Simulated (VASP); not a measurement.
Input of a VASP 6.6.1 run:

File INCAR:

```
ALGO = Normal
DIPOL = 0.5 0.5 0.500
EDIFF = 1E-6
ENCUT = 520
GGA = PS
IDIPOL = 3
ISIF = 2
ISMEAR = -1
LASPH = T
LCHARG = F
LDIPOL = T
LREAL = F
LWAVE = F
NBANDS = 49
NELM = 100
PREC = Accurate
SIGMA = 0.1
```

File KPOINTS:

```
k-points
0
Gamma
  6 6 1
```

File POSCAR:

```
SnO2
1.0
    5.1509554894      0.0000000000      0.0000000000
    4.1356137702      3.0706743927      0.0000000000
    0.0000000000      0.0000000000     16.9439858843
Sn O
3 6
Direct
    0.7226663952      0.7226663913      0.3377374255
    0.1679991857      0.1679991740      0.5000000000
    0.6133319762      0.6133319567      0.6622625745
    0.3427895779      0.3427895761      0.2950899531
    0.1025432126      0.1025432066      0.3803848980
    0.7881223684      0.7881223588      0.4573525276
    0.5478760031      0.5478759893      0.5426474724
    0.2334551589      0.2334551414      0.6196151020
    0.9932087936      0.9932087720      0.7049100469
```

Potentials or basis: VASP PAW PBE potentials, release 64 (Sn_d, O).

Launch:

```sh
$ cat potpaw_PBE.64/Sn_d/POTCAR potpaw_PBE.64/O/POTCAR > POTCAR
$ mpirun -np 1 vasp_std > vasp.out
```

Problem. What does it give for the largest force?

Solution. 2.383 eV/Å.

Problem. Estimate the band gap on the k mesh.

Solution. 1.26 eV (least direct gap 1.52 eV).

Forces in eV/Å, atoms in the order of the input:
```
Sn   2.262  0.748  0.055
Sn   0.000  0.000  0.000
Sn  -2.262 -0.748 -0.055
O   -1.876 -0.620  0.428
O   -0.162 -0.054 -0.282
O   -0.535 -0.177  0.058
O    0.535  0.177 -0.058
O    0.162  0.054  0.282
O    1.876  0.620 -0.428
```

Caveat: the PAW data sets were made with another functional, which shifts forces and pressure a little; spin-orbit coupling is left out, which moves the levels of the heavy elements.
